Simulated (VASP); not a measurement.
FeI3: single point with PBE

The system is FeI3.

```
Fe I
1.0
     5.51638    0.00000    0.00000
     0.00000    5.51638    0.00000
     0.00000    0.00000    5.51638
Fe I
1 3
Cartesian
  0.0000 0.0000 0.0000
  2.7582 0.0000 0.0000
  0.0000 0.0000 2.7582
  0.0000 2.7582 0.0000
```

* Program: VASP 6.6.1
* Task: single point
* Functional: PBE
* Potentials or basis: VASP PAW PBE potentials, release 64 (Fe, I)
* Cutoff: 520 eV
* k mesh: 6 × 6 × 6
* Occupations: gaussian, width 0.05 eV
* Spin: collinear spin, ferromagnetic start
* Starting moments: [0.5, 0.0, 0.0, 0.0] μB
* Dipole correction: no
* Further INCAR settings: ALGO = Normal; EDIFF = 1e-06; NBANDS = 26

* Pressure: -0.1 GPa
* Net moment: 3.97 μB per cell
* Site moments: Fe +3.17; I +0.15 μB
* Valence electrons inside the program's atomic spheres: Fe 6.66; I 4.27

Levels at points of the mesh, in eV from the Fermi level:
Spin up:
| k point | band 13 | band 14 | band 15 | band 16 | band 17 | band 18 | band 19 | band 20 |
| --- | --- | --- | --- | --- | --- | --- | --- | --- |
| (0.00, 0.00, 0.00) | -1.15 | -1.15 | -0.70 | -0.70 | -0.70 | 0.85 | 4.61 | 6.31 |
| (0.50, 0.00, 0.00) | -1.38 | -1.31 | -1.31 | -0.87 | -0.87 | 4.02 | 5.53 | 5.95 |
| (0.50, 0.50, 0.00) | -1.74 | -1.28 | -1.28 | -0.11 | 0.63 | 5.31 | 5.31 | 5.90 |
| (0.50, 0.50, 0.50) | -0.10 | -0.10 | -0.10 | 0.65 | 0.65 | 4.59 | 4.59 | 4.59 |
Spin down:
```
           k point  band 9  band 10  band 11  band 12  band 13  band 14  band 15  band 16
(0.00, 0.00, 0.00)   -0.95    -0.54    -0.54    -0.54    -0.43    -0.43    -0.28    -0.28
(0.50, 0.00, 0.00)   -1.89    -1.19    -0.69    -0.69    -0.42    -0.27     0.07     0.44
(0.50, 0.50, 0.00)   -1.87    -1.55    -1.55    -0.26     0.10     0.41     0.45     0.45
(0.50, 0.50, 0.50)   -2.95     0.11     0.11     0.11     0.42     0.42     0.42     2.02
```

Wall time 88 s on 1 thread of Intel(R) Xeon(R) 6975P-C (Granite Rapids), with other jobs on the host, peak memory 0.38 GiB.

Caveat: spin-orbit coupling is left out, which moves the levels of the heavy elements; semilocal functionals often make such compounds metallic where correlation or magnetic order opens a gap, which also shifts bond lengths.
